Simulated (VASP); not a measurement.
# CO (Fm-3m) in VASP: notebook, part 2 of 2

VASP 6.6.1. The steps go on from the part before.

### 3 Single point, PBE

This run uses another cell than the first one, of 7.85 Å³/atom.

Input file INCAR:

```
  PREC = Accurate
  ENCUT = 600
  EDIFF = 1E-6
  ISMEAR = 0
  SIGMA = 0.01
  LREAL = False
  LASPH = True
  NELM = 120
  ALGO = Normal
  ISIF = 2
  LWAVE = False
  LCHARG = False
  GGA = PE
  NBANDS = 12
  GGA_COMPAT = False
```

Input file KPOINTS:

```
regular mesh
0
Gamma
  16 16 16
```

Input file POSCAR:

```
CO
1.0
    0.0000000000      1.9875846813      1.9875846813
    1.9875846813      0.0000000000      1.9875846813
    1.9875846813      1.9875846813      0.0000000000
C O
1 1
Direct
    0.0000000000      0.0000000000      0.0000000000
    0.5000000000      0.5000000000      0.5000000000
```

Potentials or basis: VASP PAW PBE potentials, release 64 (C, O).

Command:

```console
$ cat potpaw_PBE.64/C/POTCAR potpaw_PBE.64/O/POTCAR > POTCAR
$ mpirun -np 1 vasp_std > vasp.out
```

OUTCAR:

```text
PREC = Accurate
   ENCUT = 600
   EDIFF = 1E-6
   ISMEAR = 0
   LREAL = False
   LASPH = True
   NELM = 120
   ISIF = 2
   GGA = PE

 ion  position               nearest neighbor table
   1  0.000  0.000  0.000-   2 1.99   2 1.99   2 1.99   2 1.99   2 1.99   2 1.99
   2  0.500  0.500  0.500-   1 1.99   1 1.99   1 1.99   1 1.99   1 1.99   1 1.99

  LATTYP: Found a face centered cubic cell.
 ALAT       =     3.9751693626

  Lattice vectors:

 A1 = (   0.0000000000,   1.9875846813,   1.9875846813)
 A2 = (   1.9875846813,   0.0000000000,   1.9875846813)
 A3 = (   1.9875846813,   1.9875846813,   0.0000000000)

Analysis of symmetry for initial positions (statically):
=====================================================================
 Subroutine PRICEL returns:
 Original cell was already a primitive cell.

 Routine SETGRP: Setting up the symmetry group for a
 face centered cubic supercell.

 Subroutine GETGRP returns: Found 48 space group operations
 (whereof 48 operations were pure point group operations)
 out of a pool of 48 trial point group operations.

The static configuration has the point symmetry O_h .

Analysis of symmetry for dynamics (positions and initial velocities):
=====================================================================
 Subroutine PRICEL returns:
 Original cell was already a primitive cell.

 Routine SETGRP: Setting up the symmetry group for a
 face centered cubic supercell.

 Subroutine GETGRP returns: Found 48 space group operations
 (whereof 48 operations were pure point group operations)
 out of a pool of 48 trial point group operations.

The dynamic configuration has the point symmetry O_h .

 Subroutine INISYM returns: Found 48 space group operations
 (whereof 48 operations are pure point group operations),
 and found     1 'primitive' translations

----------------------------------------------------------------------------------------

                                     Primitive cell

  volume of cell :      15.7039
[... 118 lines left out ...]
   LEPSILON=     F    determine dielectric tensor
   LRPA    =     F    only Hartree local field effects (RPA)
 non-spin polarized calculation
 Gauss-broadening in eV      SIGMA  =   0.01
  energy-cutoff  :      600.00
  volume of cell :       15.70
 maximum number of plane-waves:       544
   NGX = 11   NGY = 11   NGZ = 11

 number of electron      10.0000001 magnetization

 Free energy of the ion-electron system (eV)
  ---------------------------------------------------
  ext. energy  EPLUGINS =         0.00000000
  ---------------------------------------------------
  free energy    TOTEN  =        -9.44641846 eV

  energy without entropy =       -9.44641846  energy(sigma->0) =       -9.44641846

 E-fermi :   5.6767     XC(G=0): -12.0365

 val. band max:        5.6289336076   @ k =  -0.4375   0.0625   0.0000
 cond. band min:       5.7282275834   @ k =  -0.4375   0.0625   0.0000
 fundamental gap:      0.0992939758
 Fermi energy:         5.6767206843

 k-point     1 :       0.0000    0.0000    0.0000
  band No.  band energies     occupation
      1     -16.3268      2.00000
      2      -0.5582      2.00000
      3       1.8888      2.00000
      4       1.8888      2.00000
      5       1.8888      2.00000
      6       9.4829      0.00000
      7       9.4829      0.00000
      8       9.4829      0.00000
      9      22.9646      0.00000
     10      22.9646      0.00000
     11      22.9646      0.00000
     12      25.4967      0.00000
[... 331 lines left out ...]
 k-point    24 :      -0.0625    0.0625    0.0000
  band No.  band energies     occupation
      1     -16.1533      2.00000
      2      -1.4797      2.00000
      3       1.6777      2.00000
      4       2.0261      2.00000
      5       2.7009      2.00000
      6       9.0000      0.00000
      7       9.0204      0.00000
      8       9.5080      0.00000
      9      21.9448      0.00000
     10      23.2589      0.00000
     11      23.7236      0.00000
     12      25.7037      0.00000

 [... further k-points ...]

------------------------ aborting loop because EDIFF is reached ----------------------------------------

  FORCE on cell =-STRESS in cart. coord.  units (eV):
  Direction    XX          YY          ZZ          XY          YZ          ZX
  --------------------------------------------------------------------------------------
  -------------------------------------------------------------------------------------
  Total       -0.0347981     -0.0347981     -0.0347981      0.0000000      0.0000000      0.0000000
  in kB       -3.5502492     -3.5502492     -3.5502492      0.0000000      0.0000000      0.0000000
  external PRESSURE =      -3.5502492 kB  Pullay stress =       0.0000000 kB

 VOLUME and BASIS-vectors are now :
 -----------------------------------------------------------------------------
  energy-cutoff  :      600.00
  volume of cell :       15.70
      direct lattice vectors                 reciprocal lattice vectors
     0.000000000  1.987584681  1.987584681    -0.251561609  0.251561609  0.251561609
     1.987584681  0.000000000  1.987584681     0.251561609 -0.251561609  0.251561609
     1.987584681  1.987584681  0.000000000     0.251561609  0.251561609 -0.251561609

 POSITION                                       TOTAL-FORCE (eV/Angst)
 -----------------------------------------------------------------------------------
      0.00000      0.00000      0.00000         0.000000     -0.000000      0.000000
      1.98758      1.98758      1.98758         0.000000      0.000000      0.000000
 -----------------------------------------------------------------------------------
    total drift:                                0.000000     -0.000000      0.000000

  FREE ENERGIE OF THE ION-ELECTRON SYSTEM (eV)
  ---------------------------------------------------
  free  energy   TOTEN  =        -9.4464184640 eV

  energy  without entropy=       -9.4464184640  energy(sigma->0) =       -9.44641846
```

OSZICAR:

```text
N       E                     dE             d eps       ncg     rms          rms(c)
DAV:   1     0.242108383470E+02    0.24211E+02   -0.64808E+03  3528   0.920E+02
DAV:   2    -0.907162146426E+01   -0.33282E+02   -0.31713E+02  4412   0.166E+02
DAV:   3    -0.994583084648E+01   -0.87421E+00   -0.87223E+00  4320   0.233E+01
DAV:   4    -0.994794616865E+01   -0.21153E-02   -0.21153E-02  3880   0.135E+00
DAV:   5    -0.994795047627E+01   -0.43076E-05   -0.43076E-05  4312   0.568E-02    0.521E+00
DAV:   6    -0.969397483444E+01    0.25398E+00   -0.10766E+01  3568   0.145E+01    0.442E+00
DAV:   7    -0.944073562132E+01    0.25324E+00   -0.25395E+00  3584   0.638E+00    0.770E-01
DAV:   8    -0.944832040537E+01   -0.75848E-02   -0.84545E-02  3672   0.179E+00    0.312E-01
DAV:   9    -0.944673308970E+01    0.15873E-02   -0.73952E-03  4128   0.428E-01    0.137E-01
DAV:  10    -0.944643273973E+01    0.30035E-03   -0.28575E-03  3732   0.240E-01    0.376E-02
DAV:  11    -0.944641860722E+01    0.14133E-04   -0.26848E-04  3852   0.794E-02    0.211E-02
DAV:  12    -0.944641872919E+01   -0.12197E-06   -0.15425E-05  3812   0.334E-02    0.544E-03
DAV:  13    -0.944641846403E+01    0.26516E-06   -0.17301E-06  2512   0.869E-03
   1 F= -.94464185E+01 E0= -.94464185E+01  d E =-.409620E-14
```

stdout:

```text
POSCAR found type information on POSCAR C O
 POSCAR found :  2 types and       2 ions
 scaLAPACK will be used
 LDA part: xc-table for (Slater+PW92), standard interpolation
 POSCAR, INCAR and KPOINTS ok, starting setup
 FFT: planning ... GRIDC
 FFT: planning ... GRID_SOFT
 FFT: planning ... GRID
 WAVECAR not read
 entering main loop
```

Run time: 20 s. Hardware: 1 thread of Intel Xeon Platinum 8259CL at 2.50GHz (Skylake/Cascade Lake), shared host; peak memory 0.15 GiB.

What came out:

| Quantity | Value |
| --- | --- |
| Free energy | -9.4464 eV |
| Pressure | -0.4 GPa |
| Band gap on the k mesh | 0.10 eV |

Levels at points of the mesh, in eV from the valence-band top:
| k point | band 1 | band 2 | band 3 | band 4 | band 5 | band 6 | band 7 | band 8 | band 9 | band 10 |
| --- | --- | --- | --- | --- | --- | --- | --- | --- | --- | --- |
| (0.00, 0.00, 0.00) | -21.96 | -6.19 | -3.74 | -3.74 | -3.74 | 3.85 | 3.85 | 3.85 | 17.34 | 17.34 |
| (0.50, 0.00, 0.00) | -19.56 | -12.46 | -3.26 | -3.26 | -0.31 | 0.85 | 0.85 | 0.97 | 16.85 | 19.86 |
| (0.50, 0.50, 0.00) | -18.91 | -9.39 | -7.82 | -6.06 | -6.06 | 4.79 | 4.79 | 5.43 | 10.01 | 22.22 |

### 4 Relaxation of cell and atoms, PBE

This run uses another cell than the first one, of 7.80 Å³/atom.

Input file INCAR:

```
ALGO = Normal
EDIFF = 1E-7
EDIFFG = -0.01
ENCUT = 600
GGA = PE
GGA_COMPAT = F
IBRION = 2
ISIF = 3
ISMEAR = 0
LASPH = T
LCHARG = F
LREAL = F
LWAVE = F
NELM = 120
NELMIN = 4
NSW = 100
PREC = Accurate
SIGMA = 0.02
```

Input file KPOINTS:

```
k-points
0
Gamma
  12 12 12
```

Input file POSCAR:

```
CO
1.0
    0.0000000000      1.9829863086      1.9829863086
    1.9829863086      0.0000000000      1.9829863086
    1.9829863086      1.9829863086      0.0000000000
C O
1 1
Direct
    0.0000000000      0.0000000000      0.0000000000
    0.5000000000      0.5000000000      0.5000000000
```

Potentials or basis: VASP PAW PBE potentials, release 64 (C, O).

Command:

```console
$ cat potpaw_PBE.64/C/POTCAR potpaw_PBE.64/O/POTCAR > POTCAR
$ mpirun -np 1 vasp_std > vasp.out
```

OUTCAR:

```text
EDIFF = 1E-7
   EDIFFG = -0.01
   ENCUT = 600
   GGA = PE
   IBRION = 2
   ISIF = 3
   ISMEAR = 0
   LASPH = T
   LREAL = F
   NELM = 120
   NELMIN = 4
   NSW = 100
   PREC = Accurate

 ion  position               nearest neighbor table
   1  0.000  0.000  0.000-   2 1.98   2 1.98   2 1.98   2 1.98   2 1.98   2 1.98
   2  0.500  0.500  0.500-   1 1.98   1 1.98   1 1.98   1 1.98   1 1.98   1 1.98

  LATTYP: Found a face centered cubic cell.
 ALAT       =     3.9659726172

  Lattice vectors:

 A1 = (   0.0000000000,   1.9829863086,   1.9829863086)
 A2 = (   1.9829863086,   0.0000000000,   1.9829863086)
 A3 = (   1.9829863086,   1.9829863086,   0.0000000000)

Analysis of symmetry for initial positions (statically):
=====================================================================
 Subroutine PRICEL returns:
 Original cell was already a primitive cell.

 Routine SETGRP: Setting up the symmetry group for a
 face centered cubic supercell.

 Subroutine GETGRP returns: Found 48 space group operations
 (whereof 48 operations were pure point group operations)
 out of a pool of 48 trial point group operations.

The static configuration has the point symmetry O_h .

Analysis of symmetry for dynamics (positions and initial velocities):
=====================================================================
 Subroutine PRICEL returns:
 Original cell was already a primitive cell.

 Routine SETGRP: Setting up the symmetry group for a
 face centered cubic supercell.

 Subroutine GETGRP returns: Found 48 space group operations
 (whereof 48 operations were pure point group operations)
 out of a pool of 48 trial point group operations.

The dynamic configuration has the point symmetry O_h .

 Subroutine INISYM returns: Found 48 space group operations
 (whereof 48 operations are pure point group operations),
 and found     1 'primitive' translations

[... 170 lines left out ...]

  FREE ENERGIE OF THE ION-ELECTRON SYSTEM (eV)
  ---------------------------------------------------
  free  energy   TOTEN  =        -9.4468288326 eV

  energy  without entropy=       -9.4468288326  energy(sigma->0) =       -9.44682883

--------------------------------------- Ionic step        2  -------------------------------------------

 number of electron      10.0000002 magnetization

 Free energy of the ion-electron system (eV)
  ---------------------------------------------------
  ext. energy  EPLUGINS =         0.00000000
  ---------------------------------------------------
  free energy    TOTEN  =        -9.44704797 eV

  energy without entropy =       -9.44704797  energy(sigma->0) =       -9.44704797

 E-fermi :   5.6664     XC(G=0): -12.0379

 val. band max:        5.5581063741   @ k =  -0.2500   0.1667   0.0000
 cond. band min:       5.8301450048   @ k =  -0.4167   0.0833   0.0000
 fundamental gap:      0.2720386307
 Fermi energy:         5.6664294400

 k-point     1 :       0.0000    0.0000    0.0000
  band No.  band energies     occupation
      1     -16.3246      2.00000
      2      -0.5456      2.00000
      3       1.8953      2.00000
      4       1.8953      2.00000
      5       1.8953      2.00000
      6       9.4944      0.00000
      7       9.4944      0.00000
      8       9.4944      0.00000
      9      22.9743      0.00000
[... 265 lines left out ...]
 k-point    24 :      -0.4167    0.1667    0.0000
  band No.  band energies     occupation
      1     -13.7316      2.00000
      2      -6.2949      2.00000
      3      -0.0619      2.00000
      4       1.7617      2.00000
      5       4.2702      2.00000
      6       6.9902      0.00000
      7       7.2105      0.00000
      8       9.2134      0.00000
      9      22.3694      0.00000

 [... further k-points ...]

------------------------ aborting loop because EDIFF is reached ----------------------------------------

  FORCE on cell =-STRESS in cart. coord.  units (eV):
  Direction    XX          YY          ZZ          XY          YZ          ZX
  --------------------------------------------------------------------------------------
  -------------------------------------------------------------------------------------
  Total       -0.0192111     -0.0192111     -0.0192111      0.0000000      0.0000000      0.0000000
  in kB       -1.9610662     -1.9610662     -1.9610662      0.0000000      0.0000000      0.0000000
  external PRESSURE =      -1.9610662 kB  Pullay stress =       0.0000000 kB

 VOLUME and BASIS-vectors are now :
 -----------------------------------------------------------------------------
  energy-cutoff  :      600.00
  volume of cell :       15.70
      direct lattice vectors                 reciprocal lattice vectors
     0.000000000  1.987224268  1.987224268    -0.251607233  0.251607233  0.251607233
     1.987224268  0.000000000  1.987224268     0.251607233 -0.251607233  0.251607233
     1.987224268  1.987224268 -0.000000000     0.251607233  0.251607233 -0.251607233

 POSITION                                       TOTAL-FORCE (eV/Angst)
 -----------------------------------------------------------------------------------
      1.98722      0.00000      1.98722         0.000000     -0.000000     -0.000000
      1.98722      1.98722      1.98722        -0.000000      0.000000      0.000000
 -----------------------------------------------------------------------------------
    total drift:                                0.000000     -0.000000      0.000000

  FREE ENERGIE OF THE ION-ELECTRON SYSTEM (eV)
  ---------------------------------------------------
  free  energy   TOTEN  =        -9.4470479720 eV

  energy  without entropy=       -9.4470479720  energy(sigma->0) =       -9.44704797

 reached required accuracy - stopping structural energy minimisation
```

OSZICAR:

```text
N       E                     dE             d eps       ncg     rms          rms(c)
DAV:   1     0.221853562174E+02    0.22185E+02   -0.66885E+03  1320   0.121E+03
DAV:   2    -0.924911515061E+01   -0.31434E+02   -0.30220E+02  1950   0.178E+02
DAV:   3    -0.993493006322E+01   -0.68581E+00   -0.68307E+00  1375   0.253E+01
[... 16 lines left out ...]
DAV:   4    -0.944705059267E+01    0.70931E-04   -0.28630E-04  1345   0.166E-01    0.111E-02
DAV:   5    -0.944704873136E+01    0.18613E-05   -0.89048E-06  1304   0.228E-02    0.358E-03
DAV:   6    -0.944704812350E+01    0.60786E-06   -0.57803E-07  1262   0.801E-03    0.713E-04
DAV:   7    -0.944704800345E+01    0.12005E-06   -0.24965E-08   648   0.164E-03    0.256E-04
DAV:   8    -0.944704797200E+01    0.31451E-07   -0.27368E-09   648   0.526E-04
   2 F= -.94470480E+01 E0= -.94470480E+01  d E =-.219139E-03
```

CONTCAR:

```text
CO
   1.00000000000000
     0.0000000000000000    1.9872242684270944    1.9872242684270944
     1.9872242684270944    0.0000000000000000    1.9872242684270944
     1.9872242684270944    1.9872242684270944   -0.0000000000000000
  C               O
     1     1
Direct
     0.0000000000000000    1.0000000000000000    0.0000000000000000
     0.5000000000000000    0.5000000000000000    0.5000000000000000

  0.00000000E+00  0.00000000E+00  0.00000000E+00
  0.00000000E+00  0.00000000E+00  0.00000000E+00
```

It took 15 s on 1 thread of Intel Xeon Platinum 8259CL at 2.50GHz (Skylake/Cascade Lake), shared host; peak memory 0.13 GiB.

What came out:

```
Free energy                           : -9.4470 eV
Relaxed volume                        : 7.85 Å³/atom
Relaxed cell                          : a = 2.810 Å, b = 2.810 Å, c = 2.810 Å, α = 60.00°, β = 60.00°, γ = 60.00°
Space group after relaxing (to 0.1 Å) : Fm-3m (No. 225)
Energy gained by relaxing             : 0.1 meV/atom
Ionic steps                           : 2
Pressure after relaxing               : -0.2 GPa
Band gap on the k mesh                : 0.27 eV (least direct gap 0.31 eV)
```

Step by step:
```csv
step,energy change (eV),largest force (eV/Å),pressure (GPa),volume (Å³)
1,0.0000,0.0000,0.91,15.60
2,-0.0002,0.0000,-0.20,15.70
```

Final structure:
```cif
data_structure
_symmetry_space_group_name_H-M 'P 1'
_symmetry_Int_Tables_number 1
_cell_length_a 2.8104
_cell_length_b 2.8104
_cell_length_c 2.8104
_cell_angle_alpha 60.000
_cell_angle_beta 60.000
_cell_angle_gamma 60.000
_cell_volume 15.70
loop_
_atom_site_label
_atom_site_type_symbol
_atom_site_fract_x
_atom_site_fract_y
_atom_site_fract_z
_atom_site_occupancy
C1 C 0.00000 0.00000 0.00000 1
O1 O 0.50000 0.50000 0.50000 1
```

A k mesh can miss the band edges.

### 5 Overview

```tsv
task	cell	k mesh	smearing	gap on the mesh (eV)	pressure (GPa)	relaxed volume (Å³/atom)
relaxation of cell and atoms	relaxed from a = 3.253 Å, angles 60.0°, 2 atoms	6 × 6 × 6	gaussian 0.1 eV	1.13	0.2	7.78
single point	a = 2.811 Å, angles 60.0°, 2 atoms	16 × 16 × 16	gaussian 0.01 eV	0.10	-0.4	-
relaxation of cell and atoms	relaxed from a = 2.804 Å, angles 60.0°, 2 atoms	12 × 12 × 12	gaussian 0.02 eV	0.27	-0.2	7.85
```

Alike in all rows: level PBE; potentials or basis VASP PAW PBE potentials, release 64 (C, O); no spin polarisation; cutoff (eV) 600.

Caveats: the volume moved by over 15 % at a fixed basis, so the end points are rough (at least some runs).

Total energies depend on the potentials used, so only differences within one code and one set of settings carry meaning.
